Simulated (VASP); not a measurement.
A run of VASP 6.6.1:

File INCAR:

```
ALGO = Normal
EDIFF = 1E-7
ENCUT = 520
GGA = CA
ISIF = 2
ISMEAR = 0
ISPIN = 2
LASPH = True
LCHARG = False
LMAXMIX = 4
LORBIT = 11
LREAL = False
LWAVE = False
MAGMOM = 3 -3
NBANDS = 20
NELM = 150
PREC = Accurate
SIGMA = 0.1
```

KPOINTS

```
k-points
0
Gamma
  11 11 6
```

POSCAR

```
Co
1.0
    2.5053999800      0.0000000000      0.0000000000
   -1.2526999900      2.1697400300      0.0000000000
    0.0000000000      0.0000000000      4.0893000000
Co
2
Direct
    0.3333333300      0.6666666700      0.2500000000
    0.6666666700      0.3333333300      0.7500000000
```

Potentials or basis: VASP PAW LDA potentials, release 64 (Co).

The run is started by

```sh
$ cat potpaw_LDA.64/Co/POTCAR > POTCAR
$ mpirun -np 1 vasp_std > vasp.out
```

Hardware: 1 thread of Intel(R) Xeon(R) 6975P-C (Granite Rapids) (shared host).

Q: How long does it take, and how much memory?

A: It took 56 s on 1 thread of Intel(R) Xeon(R) 6975P-C (Granite Rapids) (shared host), peak memory 0.16 GiB. Counts: scf iterations 30, k points 64.
